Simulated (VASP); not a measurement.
# Co (P6_3/mmc) in VASP: a series of runs

The runs below take Co through relaxation of cell and atoms, single point, with PBE.

All numbers are computed with VASP 6.6.1; they aren't measurements. Logs are shortened: lines on timing, memory, paths and dates and some standing lists are left out, and cuts for length are marked.

**1. The cell of the first run**

Symmetry: P6_3/mmc, No. 194, hexagonal system. The conventional cell has a = 2.471 Å, b = 2.471 Å, c = 8.088 Å, α = 90.00°, β = 90.00°, γ = 120.00°. Within 3.3 Å of Co (site symmetry -3m) lie 12 Co at 2.47 Å. Co (site symmetry -6m2) has 12 Co at 2.47 Å within 3.3 Å.

**2. Relaxation of cell and atoms, PBE, collinear spin, antiferromagnetic start**

The input, INCAR:

```
PREC     = Accurate       # precision mode
ENCUT    = 600            # plane-wave cutoff, eV
EDIFF    = 1E-6           # SCF threshold, eV
ISMEAR   = -1             # smearing method
SIGMA    = 0.15           # smearing width, eV
LREAL    = F              # projectors in reciprocal space
LASPH    = T              # aspherical terms in the spheres
NELM     = 150            # most SCF steps
ALGO     = Normal         # electronic algorithm
ISIF     = 3              # what is computed and relaxed
LWAVE    = F              # write WAVECAR
LCHARG   = F              # write CHGCAR
ISPIN    = 2              # spin polarisation
MAGMOM   = 2.5 -2.5 2.5 -2.5 # initial moments
LORBIT   = 11             # projections on sites
LMAXMIX  = 4              # l up to which the mixer works
GGA      = PE             # functional
IBRION   = 2              # ionic algorithm
NSW      = 80             # ionic steps
EDIFFG   = -0.03          # ionic threshold
```

The input, KPOINTS:

```
regular mesh
0
Gamma
  12 12 3
```

The input, POSCAR:

```
Co
1.0
    2.4705617800      0.0000000000      0.0000000000
   -1.2352808900      2.1395692600      0.0000000000
    0.0000000000      0.0000000000      8.0882338000
Co
4
Direct
    0.0000000000      0.0000000000      0.0000000000
    0.3333333333      0.6666666667      0.2500000000
    0.0000000000      0.0000000000      0.5000000000
    0.6666666667      0.3333333333      0.7500000000
```

Potentials or basis: VASP PAW PBE potentials, release 64 (Co).

On the command line:

```console
$ cat potpaw_PBE.64/Co/POTCAR > POTCAR
$ mpirun -np 1 vasp_std > vasp.out
```

OUTCAR:

```text
PREC = Accurate
   ENCUT = 600
   EDIFF = 1E-6
   ISMEAR = -1
   LREAL = F
   LASPH = T
   NELM = 150
   ISIF = 3
   ISPIN = 2
   LORBIT = 11
   GGA = PE
   IBRION = 2
   NSW = 80
   EDIFFG = -0.03

 ion  position               nearest neighbor table
   1  0.000  0.000  0.000-   2 2.47   4 2.47   4 2.47   2 2.47   4 2.47   2 2.47
   2  0.333  0.667  0.250-   1 2.47   3 2.47   1 2.47   3 2.47   1 2.47   3 2.47
   3  0.000  0.000  0.500-   2 2.47   4 2.47   4 2.47   2 2.47   4 2.47   2 2.47
   4  0.667  0.333  0.750-   1 2.47   3 2.47   1 2.47   3 2.47   1 2.47   3 2.47

  LATTYP: Found a hexagonal cell.
 ALAT       =     2.4705617800
 C/A-ratio  =     3.2738439757

  Lattice vectors:

 A1 = (   2.4705617800,   0.0000000000,   0.0000000000)
 A2 = (  -1.2352808900,   2.1395692600,   0.0000000000)
 A3 = (   0.0000000000,   0.0000000000,   8.0882338000)

Analysis of symmetry for initial positions (statically):
=====================================================================
 Subroutine PRICEL returns:
 Original cell was already a primitive cell.

 Routine SETGRP: Setting up the symmetry group for a
 hexagonal supercell.

 Subroutine GETGRP returns: Found 24 space group operations
 (whereof 12 operations were pure point group operations)
 out of a pool of 24 trial point group operations.

The static configuration has the point symmetry D_3d.
 The point group associated with its full space group is D_6h.

Analysis of symmetry for dynamics (positions and initial velocities):
=====================================================================
 Subroutine PRICEL returns:
 Original cell was already a primitive cell.

 Routine SETGRP: Setting up the symmetry group for a
 hexagonal supercell.

 Subroutine GETGRP returns: Found 24 space group operations
 (whereof 12 operations were pure point group operations)
 out of a pool of 24 trial point group operations.

The dynamic configuration has the point symmetry D_3d.
 The point group associated with its full space group is D_6h.

Analysis of structural, dynamic, and magnetic symmetry:
=====================================================================
 Subroutine PRICEL returns:
 Original cell was already a primitive cell.

 Routine SETGRP: Setting up the symmetry group for a
 hexagonal supercell.

 Subroutine GETGRP returns: Found 24 space group operations
 (whereof 12 operations were pure point group operations)
 out of a pool of 24 trial point group operations.

The overall configuration has the point symmetry D_3d.
 The point group associated with its full space group is D_6h.

 Subroutine INISYM returns: Found 24 space group operations
 (whereof 12 operations are pure point group operations),
 and found     1 'primitive' translations

----------------------------------------------------------------------------------------

                                     Primitive cell

  volume of cell :      42.7539

  direct lattice vectors                    reciprocal lattice vectors
     2.470561780  0.000000000  0.000000000     0.404766239  0.233691897  0.000000000
    -1.235280890  2.139569260  0.000000000     0.000000000  0.467383795  0.000000000
     0.000000000  0.000000000  8.088233800     0.000000000  0.000000000  0.123636386

  length of vectors
     2.470561780  2.470561777  8.088233800     0.467383794  0.467383795  0.123636386

  position of ions in fractional coordinates (direct lattice)
     0.000000000  0.000000000  0.000000000
     0.333333333  0.666666667  0.250000000
     0.000000000  0.000000000  0.500000000
     0.666666667  0.333333333  0.750000000

  ion indices of the primitive-cell ions
   primitive index   ion index
                 1           1
                 2           2
                 3           3
                 4           4

----------------------------------------------------------------------------------------

 KPOINTS: regular mesh

Automatic generation of k-mesh.
 Grid dimensions read from file:
 generate k-points for:   12   12    3

 Generating k-lattice:

  Cartesian coordinates                     Fractional coordinates (reciprocal lattice)
     0.033730520  0.019474325  0.000000000     0.083333333  0.000000000  0.000000000
     0.000000000  0.038948650  0.000000000     0.000000000  0.083333333  0.000000000
     0.000000000  0.000000000  0.041212129     0.000000000  0.000000000  0.333333333

  Length of vectors
     0.038948650  0.038948650  0.041212129

  Shift w.r.t. Gamma in fractional coordinates (k-lattice)
     0.000000000  0.000000000  0.000000000

 Subroutine IBZKPT returns following result:
 ===========================================

 Found     38 irreducible k-points:

 Following reciprocal coordinates:
            Coordinates               Weight
  0.000000  0.000000  0.000000      1.000000
  0.083333  0.000000  0.000000      6.000000
  0.166667  0.000000  0.000000      6.000000
  0.250000 -0.000000  0.000000      6.000000
  0.333333 -0.000000  0.000000      6.000000
  0.416667 -0.000000  0.000000      6.000000
[... 16 lines left out ...]
  0.250000 -0.000000  0.333333     12.000000
  0.333333 -0.000000  0.333333     12.000000
 [... further k-points ...]
   k-points           NKPTS =     38   k-points in BZ     NKDIM =     38   number of bands    NBANDS=     22
   number of dos      NEDOS =    301   number of ions     NIONS =      4
   total plane-waves  NPLWV =  28000
   dimension x,y,z NGX =    20 NGY =   20 NGZ =   70
   dimension x,y,z NGXF=    40 NGYF=   40 NGZF=  140
   ions per type =               4
   NGX,Y,Z   is equivalent  to a cutoff of  13.46, 13.46, 14.39 a.u.
   NGXF,Y,Z  is equivalent  to a cutoff of  26.92, 26.92, 28.78 a.u.
 SYSTEM =  unknown system
   PREC   = accura    normal or accurate (medium, high low for compatibility)
   ISTART =      0    job   : 0-new  1-cont  2-samecut
   ICHARG =      2    charge: 1-file 2-atom 10-const
   ISPIN  =      2    spin polarized calculation?
   LNONCOLLINEAR =      F non collinear calculations
   LSORBIT =      F    spin-orbit coupling
   LASPH  =      T    aspherical Exc in radial PAW
   ENCUT  =  600.0 eV  44.10 Ry    6.64 a.u.   4.93  4.93 16.15*2*pi/ulx,y,z
   NELM   =    150;   NELMIN=  2; NELMDL= -5     # of ELM steps
   EDIFF  = 0.1E-05   stopping-criterion for ELM
   LREAL  =      F    real-space projection
   EDIFFG = -.3E-01   stopping-criterion for IOM
   NSW    =     80    number of steps for IOM
   IBRION =      2    ionic relax: 0-MD 1-quasi-New 2-CG
   NFREE  =      1    steps in history (QN), initial steepest desc. (CG)
   ISIF   =      3    stress and relaxation
   ISYM   =      2    0-nonsym 1-usesym 2-fastsym
   POTIM  = 0.5000    time-step for ionic-motion
   TEBEG  =    0.0;   TEEND  =   0.0 temperature during run
   PSTRESS=    0.0 pullay stress
   NELECT =      36.0000    total number of electrons
   NUPDOWN=      -1.0000    fix difference up-down
   EMIN   =  10.00;   EMAX   =-10.00  energy-range for DOS
   EFERMI =   0.00;   METHOD = LEGACY
   ISMEAR =    -1;   SIGMA  =   0.15  broadening in eV -4-tet -1-fermi 0-gaus
   EFERMI_NEDOS =   21; number of points for ismear=-14 and -15
   IALGO  =     38    algorithm
   IMIX   =      4    mixing-type and parameters
     AMIX     =   0.40;   BMIX     =  1.00
     AMIX_MAG =   1.60;   BMIX_MAG =  1.00
  volume/ion in A,a.u.               =      10.69        72.13
  Fermi-wavevector in a.u.,A,eV,Ry     =   1.545908  2.921343 32.515647  2.389833
  Thomas-Fermi vector in A             =   2.651220
   LORBIT       =     11    0 simple, 1 ext, 2 COOP (PROOUT), +10 PAW based schemes
   GGA     = PE    functional components
   LHFCALC =     F    Hartree Fock is set to
   AEXX    =    0.0000 exact exchange contribution
   IVDW    =     0    specifies the selected vdW correction
   LEPSILON=     F    determine dielectric tensor
   LRPA    =     F    only Hartree local field effects (RPA)
 conjugate gradient relaxation of ions
 spin polarized calculation
  energy-cutoff  :      600.00
  volume of cell :       42.75
 maximum number of plane-waves:      1473
 NGX is ok and might be reduce to    20
   NGX =  9   NGY =  9   NGZ = 33

--------------------------------------- Ionic step        1  -------------------------------------------

 number of electron      36.0000003 magnetization       0.0008854

 number of electron      36.0000003 magnetization      -0.0083777

 Free energy of the ion-electron system (eV)
  ---------------------------------------------------
  ext. energy  EPLUGINS =         0.00000000
  ---------------------------------------------------
  free energy    TOTEN  =       -27.64332246 eV

  energy without entropy =      -26.93224104  energy(sigma->0) =      -27.28778175

------------------------ aborting loop because EDIFF is reached ----------------------------------------

  FORCE on cell =-STRESS in cart. coord.  units (eV):
  Direction    XX          YY          ZZ          XY          YZ          ZX
  --------------------------------------------------------------------------------------
  -------------------------------------------------------------------------------------
  Total       -1.7207623     -1.7207623     -2.3093293      0.0000000      0.0000000      0.0000000
  in kB      -64.4845533    -64.4845531    -86.5407559      0.0000000      0.0000000      0.0000000
  external PRESSURE =     -71.8366208 kB  Pullay stress =       0.0000000 kB
[... 139 lines left out ...]
  energy  without entropy=      -26.9932988134  energy(sigma->0) =      -27.33437120

--------------------------------------- Ionic step        5  -------------------------------------------

 number of electron      36.0000001 magnetization      -0.0010968

 Free energy of the ion-electron system (eV)
  ---------------------------------------------------
  ext. energy  EPLUGINS =         0.00000000
  ---------------------------------------------------
  free energy    TOTEN  =       -27.67580820 eV

  energy without entropy =      -26.99285704  energy(sigma->0) =      -27.33433262

 E-fermi :  10.8344     XC(G=0): -13.7026

 val. band max:       10.8322717472   @ k =   0.0833   0.0833   0.3333
 cond. band min:      10.8351248576   @ k =   0.1667   0.1667   0.3333
 fundamental gap:      0.0028531105
 Fermi energy:        10.8343873084

 spin component 1

 k-point     1 :       0.0000    0.0000    0.0000
  band No.  band energies     occupation
      1       1.7455      1.00000
      2       4.0791      1.00000
      3       4.0797      1.00000
      4       6.0035      1.00000
      5       8.4922      1.00000
      6       8.5004      1.00000
[... 589 lines left out ...]
     21      10.9740      0.28280
     22      11.1567      0.10443

 [... further k-points ...]

 spin component 2

 k-point     1 :       0.0000    0.0000    0.0000
  band No.  band energies     occupation
      1       1.7456      1.00000
      2       4.0790      1.00000
      3       4.0800      1.00000
      4       6.0033      1.00000
      5       8.4909      1.00000
      6       8.5012      1.00000
[... 622 lines left out ...]
  FREE ENERGIE OF THE ION-ELECTRON SYSTEM (eV)
  ---------------------------------------------------
  free  energy   TOTEN  =       -27.6758082045 eV

  energy  without entropy=      -26.9928570366  energy(sigma->0) =      -27.33433262

 reached required accuracy - stopping structural energy minimisation

 total charge

# of ion       s       p       d       tot
------------------------------------------
    1        0.504   0.556   7.306   8.366
    2        0.504   0.558   7.308   8.369
    3        0.504   0.556   7.306   8.366
    4        0.504   0.558   7.308   8.369
--------------------------------------------------
tot          2.016   2.226  29.229  33.471

 magnetization (x)

# of ion       s       p       d       tot
------------------------------------------
    1       -0.000   0.000   0.002   0.002
    2        0.000  -0.000  -0.002  -0.002
    3       -0.000   0.000   0.002   0.002
    4        0.000  -0.000  -0.002  -0.002
--------------------------------------------------
tot          0.000   0.000  -0.002  -0.002
```

Run time: 11 min. Hardware: 1 thread of Intel Xeon 8259CL, shared host; peak memory 0.24 GiB.

What came out:

| Item | Value |
| --- | --- |
| Free energy | -27.6758 eV |
| Relaxed volume | 10.35 Å³/atom |
| Relaxed cell | a = 2.450 Å, b = 2.450 Å, c = 7.965 Å, α = 90.00°, β = 90.00°, γ = 120.00° |
| Space group after relaxing (to 0.1 Å) | P6_3/mmc (No. 194) |
| Energy gained by relaxing | 8.1 meV/atom |
| Ionic steps | 5 |
| Pressure after relaxing | 0.2 GPa |
| Net moment | 0.00 μB per cell |
| Valence electrons inside the program's atomic spheres | Co 8.37 |

Step by step:
```csv
step,energy change (eV),largest force (eV/Å),pressure (GPa),volume (Å³)
1,0.0000,0.0000,-7.18,42.75
2,0.0153,0.0000,10.25,39.86
3,-0.0321,0.0000,0.05,41.41
4,-0.0321,0.0000,0.23,41.38
5,-0.0325,0.0000,0.21,41.39
```

Final structure:
```
CELL_PARAMETERS angstrom
2.44961 0.00000 0.00000
-1.22480 2.12142 0.00000
0.00000 0.00000 7.96485
ATOMIC_POSITIONS crystal
Co 0.00000 0.00000 0.00000
Co 0.33333 0.66667 0.25000
Co 0.00000 0.00000 0.50000
Co 0.66667 0.33333 0.75000
```

Levels at points of the mesh, in eV from the Fermi level:
Spin up:
```csv
k point,band 13,band 14,band 15,band 16,band 17,band 18,band 19,band 20,band 21,band 22
"(0.00, 0.00, 0.00)",-1.66,-1.59,-1.59,-0.84,-0.84,-0.46,-0.46,-0.18,-0.18,-0.09
"(0.50, 0.00, 0.00)",-0.91,0.32,0.33,0.37,0.40,0.49,0.50,0.52,0.53,1.65
```
Spin down:
```tsv
k point	band 14	band 15	band 16	band 17	band 18	band 19	band 20	band 21
(0.00, 0.00, 0.00)	-1.59	-1.59	-0.84	-0.84	-0.46	-0.46	-0.18	-0.18
(0.50, 0.00, 0.00)	0.33	0.33	0.37	0.39	0.49	0.50	0.52	0.53
```

Caveat: the highest band is partly filled, so the run has too few bands; the moments typed at the start vanished in this run.

[end of part 1 of 3]
